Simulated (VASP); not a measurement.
# Ir (I4/mmm) in VASP: further runs, part 2 of 2

VASP 6.6.1.

## (3) Single point, PBE (14.26 Å³/atom)

Input file INCAR:

```
PREC = Accurate
ENCUT = 520
EDIFF = 1E-6
ISMEAR = 0
SIGMA = 0.15
LREAL = F
LASPH = T
NELM = 100
ALGO = Normal
ISIF = 2
LWAVE = F
LCHARG = F
GGA = PE
NBANDS = 10
```

Input file KPOINTS:

```
regular mesh
0
Gamma
  22 22 22
```

Input file POSCAR:

```
Ir
1.0
    0.0000000000      2.0972827308      1.6211995509
    2.0972827308      0.0000000000      1.6211995509
    2.0972827308      2.0972827308      0.0000000000
Ir
1
Direct
    0.0000000000      0.0000000000      0.0000000000
```

Potentials or basis: VASP PAW PBE potentials, release 64 (Ir).

Launch:

```
> cat potpaw_PBE.64/Ir/POTCAR > POTCAR
> mpirun -np 1 vasp_std > vasp.out
```

OUTCAR:

```text
PREC = Accurate
   ENCUT = 520
   EDIFF = 1E-6
   ISMEAR = 0
   LREAL = F
   LASPH = T
   NELM = 100
   ISIF = 2
   GGA = PE

 ion  position               nearest neighbor table
   1  0.000  0.000  0.000-

  LATTYP: Found a body centered tetragonal cell.
 ALAT       =     2.9660056820
 C/A-ratio  =     1.0931870837

  Lattice vectors:

 A1 = (   0.0000000000,  -2.0972827308,  -1.6211995509)
 A2 = (   0.0000000000,   2.0972827308,  -1.6211995509)
 A3 = (   2.0972827308,   0.0000000000,   1.6211995509)

Analysis of symmetry for initial positions (statically):
=====================================================================
 Subroutine PRICEL returns:
 Original cell was already a primitive cell.

 Routine SETGRP: Setting up the symmetry group for a
 body centered tetragonal supercell.

 Subroutine GETGRP returns: Found 16 space group operations
 (whereof 16 operations were pure point group operations)
 out of a pool of 16 trial point group operations.

The static configuration has the point symmetry D_4h.

Analysis of symmetry for dynamics (positions and initial velocities):
[... 166 lines left out ...]
      1      -0.7577      2.00000
      2       6.1098      2.00000
      3       6.1098      2.00000
      4       6.9475      2.00000
      5       8.6562      2.00000
      6       9.9922      1.44016
      7      25.8591      0.00000
      8      27.6770      0.00000
      9      27.6770      0.00000
     10      37.1117      0.00000
[... 287 lines left out ...]
 k-point    24 :      -0.4545    0.0455    0.0000
  band No.  band energies     occupation
      1       2.3964      2.00000
      2       4.9244      2.00000
      3       8.1355      2.00000
      4       9.1403      2.00000
      5      10.7741      0.00000
      6      11.9473      0.00000
      7      18.3275      0.00000
      8      23.7318      0.00000
      9      28.0838      0.00000
     10      33.5016      0.00000

 [... further k-points ...]

------------------------ aborting loop because EDIFF is reached ----------------------------------------

  FORCE on cell =-STRESS in cart. coord.  units (eV):
  Direction    XX          YY          ZZ          XY          YZ          ZX
  --------------------------------------------------------------------------------------
  -------------------------------------------------------------------------------------
  Total        0.1498818      0.1498818      4.1654986      0.0000000      0.0000000     -0.0000000
  in kB       16.8375598     16.8375598    467.9475071      0.0000000      0.0000000     -0.0000000
  external PRESSURE =     167.2075422 kB  Pullay stress =       0.0000000 kB

 VOLUME and BASIS-vectors are now :
 -----------------------------------------------------------------------------
  energy-cutoff  :      520.00
  volume of cell :       14.26
      direct lattice vectors                 reciprocal lattice vectors
     0.000000000  2.097282731  1.621199551    -0.238403718  0.238403718  0.308413606
     2.097282731  0.000000000  1.621199551     0.238403718 -0.238403718  0.308413606
     2.097282731  2.097282731  0.000000000     0.238403718  0.238403718 -0.308413606

 POSITION                                       TOTAL-FORCE (eV/Angst)
 -----------------------------------------------------------------------------------
      0.00000      0.00000      0.00000        -0.000000     -0.000000      0.000000
 -----------------------------------------------------------------------------------
    total drift:                               -0.000000     -0.000000     -0.000000

  FREE ENERGIE OF THE ION-ELECTRON SYSTEM (eV)
  ---------------------------------------------------
  free  energy   TOTEN  =        -8.3219915778 eV

  energy  without entropy=       -8.3031267846  energy(sigma->0) =       -8.31255918
```

OSZICAR:

```text
N       E                     dE             d eps       ncg     rms          rms(c)
DAV:   1     0.484648519505E+02    0.48465E+02   -0.43787E+03 16784   0.819E+02
DAV:   2    -0.790332347633E+01   -0.56368E+02   -0.53800E+02 17096   0.196E+02
DAV:   3    -0.880193364669E+01   -0.89861E+00   -0.89490E+00 19294   0.301E+01
DAV:   4    -0.881035741264E+01   -0.84238E-02   -0.84221E-02 19018   0.272E+00
DAV:   5    -0.881052616747E+01   -0.16875E-03   -0.16875E-03 19298   0.370E-01    0.157E+01
DAV:   6    -0.840477025713E+01    0.40576E+00   -0.69940E-01 18618   0.100E+01    0.698E+00
DAV:   7    -0.832740260518E+01    0.77368E-01   -0.24364E-01 19856   0.543E+00    0.172E+00
DAV:   8    -0.832264628931E+01    0.47563E-02   -0.82764E-03 18502   0.129E+00    0.674E-01
DAV:   9    -0.832198412250E+01    0.66217E-03   -0.28224E-04 18440   0.230E-01    0.184E-02
DAV:  10    -0.832199087314E+01   -0.67506E-05   -0.39572E-06 21550   0.164E-02    0.609E-03
DAV:  11    -0.832199157779E+01   -0.70465E-06   -0.30185E-07 10096   0.686E-03
   1 F= -.83219916E+01 E0= -.83125592E+01  d E =-.188648E-01
```

It took 44 s on 1 thread of AMD EPYC 9R45 (Zen 5), shared host; peak memory 0.21 GiB.

Results:

```yaml
Free_energy: -8.3220 eV
Pressure: 16.7 GPa
Band_gap_on_the_k_mesh: zero (an odd number of electrons rules out a gap without spin polarisation)
```

Stress tensor (GPa, compression positive):
```
 1.68  0.00  0.00
 0.00  1.68  0.00
 0.00  0.00 46.79
```

Levels at points of the mesh, in eV from the Fermi level:
```csv
k point,band 1,band 2,band 3,band 4,band 5,band 6,band 7,band 8
"(0.00, 0.00, 0.00)",-10.81,-3.94,-3.94,-3.11,-1.40,-0.06,15.81,17.62
"(0.50, 0.00, 0.00)",-7.75,-5.24,-1.49,-0.30,0.06,2.10,7.91,13.37
"(0.50, 0.50, 0.00)",-7.29,-7.29,1.27,1.69,1.69,6.19,8.94,8.94
"(0.50, 0.00, 0.50)",-7.66,-6.21,0.06,0.22,0.30,2.41,8.72,12.53
```

Caveat: the stress differs along the axes, from 2 to 47 GPa; spin-orbit coupling is left out, which moves the levels of the heavy elements.

## (4) Single point, PBE (14.26 Å³/atom)

Input file INCAR:

```
PREC = Accurate
ENCUT = 520
EDIFF = 1E-7
ISMEAR = 0
SIGMA = 0.15
LREAL = False
LASPH = True
NELM = 60
ALGO = Fast
ISIF = 2
LWAVE = False
LCHARG = False
GGA = PE
NBANDS = 10
```

KPOINTS is that of step 3.

Input file POSCAR:

```
Ir
1.0
    0.0000000000      2.2462283668      1.4133268884
    2.2462283668      0.0000000000      1.4133268884
    2.2462283668      2.2462283668      0.0000000000
Ir
1
Direct
    0.0000000000      0.0000000000      0.0000000000
```

Launch:

```
> cat potpaw_PBE.64/Ir/POTCAR > POTCAR
> mpirun -np 1 vasp_std > vasp.out
```

Wall time 75 s (1 thread of AMD EPYC 9R45 (Zen 5), shared host); peak memory 0.21 GiB.

It converged, with:

```
Free energy            : -8.3632 eV
Pressure               : 17.0 GPa
Band gap on the k mesh : zero (an odd number of electrons rules out a gap without spin polarisation)
```

Stress tensor (GPa, compression positive):
```
28.58  0.00  0.00
 0.00 28.58  0.00
 0.00  0.00 -6.28
```

Levels at points of the mesh, in eV from the Fermi level:
```
           k point  band 2  band 3  band 4  band 5  band 6  band 7
(0.00, 0.00, 0.00)   -4.37   -3.08   -3.08   -1.70    0.32   16.26
(0.50, 0.00, 0.00)   -5.90   -0.66    0.32    0.83    2.33    8.68
(0.50, 0.50, 0.00)   -7.14    1.49    1.49    2.02    6.88    6.88
(0.50, 0.00, 0.50)   -4.49   -1.92   -0.54   -0.38    2.13    7.59
```

Caveat: the stress differs along the axes, from -6 to 29 GPa; spin-orbit coupling is left out, which moves the levels of the heavy elements.

## (5) Single point, PBE (15.19 Å³/atom)

This run uses another cell than the first one, of 15.19 Å³/atom.

Input file INCAR:

```
PREC = Accurate
ENCUT = 520
EDIFF = 1E-6
ISMEAR = 0
SIGMA = 0.15
LREAL = F
LASPH = T
NELM = 100
ALGO = Normal
ISIF = 2
LWAVE = F
LCHARG = F
GGA = PE
NBANDS = 10
```

Input file KPOINTS:

```
Automatic mesh
0
Gamma
  22 22 22
```

Input file POSCAR:

```
Ir
1.0
    0.0000000000      2.2939275014      1.4433391839
    2.2939275014      0.0000000000      1.4433391839
    2.2939275014      2.2939275014      0.0000000000
Ir
1
Direct
    0.0000000000      0.0000000000      0.0000000000
```

Potentials or basis: VASP PAW PBE potentials, release 64 (Ir).

Launch:

```
> cat potpaw_PBE.64/Ir/POTCAR > POTCAR
> mpirun -np 1 vasp_std > vasp.out
```

OUTCAR:

```text
PREC = Accurate
   ENCUT = 520
   EDIFF = 1E-6
   ISMEAR = 0
   LREAL = F
   LASPH = T
   NELM = 100
   ISIF = 2
   GGA = PE

 ion  position               nearest neighbor table
   1  0.000  0.000  0.000-

  LATTYP: Found a body centered tetragonal cell.
 ALAT       =     3.2441033836
 C/A-ratio  =     0.8898231735

  Lattice vectors:

 A1 = (   0.0000000000,  -2.2939275014,  -1.4433391839)
 A2 = (   0.0000000000,   2.2939275014,  -1.4433391839)
 A3 = (   2.2939275014,   0.0000000000,   1.4433391839)

[... 489 lines left out ...]
     10      33.3219      0.00000

 [... further k-points ...]

------------------------ aborting loop because EDIFF is reached ----------------------------------------

  FORCE on cell =-STRESS in cart. coord.  units (eV):
  Direction    XX          YY          ZZ          XY          YZ          ZX
  --------------------------------------------------------------------------------------
  -------------------------------------------------------------------------------------
  Total        0.5211380      0.5211380     -2.4203480      0.0000000     -0.0000000     -0.0000000
  in kB       54.9674478     54.9674478   -255.2881331      0.0000000     -0.0000000     -0.0000000
  external PRESSURE =     -48.4510792 kB  Pullay stress =       0.0000000 kB

 VOLUME and BASIS-vectors are now :
 -----------------------------------------------------------------------------
  energy-cutoff  :      520.00
  volume of cell :       15.19
      direct lattice vectors                 reciprocal lattice vectors
     0.000000000  2.293927501  1.443339184    -0.217966784  0.217966784  0.346418919
     2.293927501  0.000000000  1.443339184     0.217966784 -0.217966784  0.346418919
     2.293927501  2.293927501  0.000000000     0.217966784  0.217966784 -0.346418919

 POSITION                                       TOTAL-FORCE (eV/Angst)
 -----------------------------------------------------------------------------------
      0.00000      0.00000      0.00000         0.000000      0.000000     -0.000000
 -----------------------------------------------------------------------------------
    total drift:                                0.000000     -0.000000     -0.000000

  FREE ENERGIE OF THE ION-ELECTRON SYSTEM (eV)
  ---------------------------------------------------
  free  energy   TOTEN  =        -8.3946586579 eV

  energy  without entropy=       -8.3737543003  energy(sigma->0) =       -8.38420648
```

stdout:

```text
POSCAR found type information on POSCAR Ir
 POSCAR found :  1 types and       1 ions
 scaLAPACK will be used
 LDA part: xc-table for (Slater+PW92), standard interpolation
 POSCAR, INCAR and KPOINTS ok, starting setup
 FFT: planning ... GRIDC
 FFT: planning ... GRID_SOFT
 FFT: planning ... GRID
 WAVECAR not read
 entering main loop
```

It took 2.4 min on 1 thread of Intel Xeon 8259CL, shared host; peak memory 0.25 GiB.

What came out:

```yaml
Free_energy: -8.3947 eV
Pressure: -4.8 GPa
Band_gap_on_the_k_mesh: zero (an odd number of electrons rules out a gap without spin polarisation)
```

Levels at points of the mesh, in eV from the Fermi level:
| k point | band 2 | band 3 | band 4 | band 5 | band 6 | band 7 |
| --- | --- | --- | --- | --- | --- | --- |
| (0.00, 0.00, 0.00) | -3.98 | -2.81 | -2.81 | -1.53 | 0.30 | 16.24 |
| (0.50, 0.00, 0.00) | -5.36 | -0.60 | 0.41 | 0.73 | 2.08 | 7.95 |
| (0.50, 0.50, 0.00) | -6.47 | 1.33 | 1.33 | 1.82 | 6.68 | 6.68 |
| (0.50, 0.00, 0.50) | -4.08 | -1.75 | -0.39 | -0.35 | 1.90 | 6.92 |

Caveat: the stress differs along the axes, from -26 to 5 GPa; spin-orbit coupling is left out, which moves the levels of the heavy elements.

## (6) Overview

```csv
cell,gap on the mesh (eV),pressure (GPa)
"a = 2.701, b = 2.701, c = 2.769 Å, angles 59.2, 59.2, 61.7°, 1 atom",none,7.2
"a = 2.651, b = 2.651, c = 2.966 Å, angles 56.0, 56.0, 68.0°, 1 atom",none,16.7
"a = 2.654, b = 2.654, c = 3.177 Å, angles 53.2, 53.2, 73.5°, 1 atom",none,17.0
"a = 2.710, b = 2.710, c = 3.244 Å, angles 53.2, 53.2, 73.5°, 1 atom",none,-4.8
```

Alike in all rows: task single point; level PBE; potentials or basis VASP PAW PBE potentials, release 64 (Ir); no spin polarisation; k mesh 22 × 22 × 22; cutoff (eV) 520; smearing gaussian 0.15 eV.

Caveats: spin-orbit coupling is left out, which moves the levels of the heavy elements; the stress differs along the axes, from 1 to 19 GPa (at least some runs); the stress differs along the axes, from 2 to 47 GPa (at least some runs); the stress differs along the axes, from -6 to 29 GPa (at least some runs); the stress differs along the axes, from -26 to 5 GPa (at least some runs).

Total energies depend on the potentials used, so only differences within one code and one set of settings carry meaning.
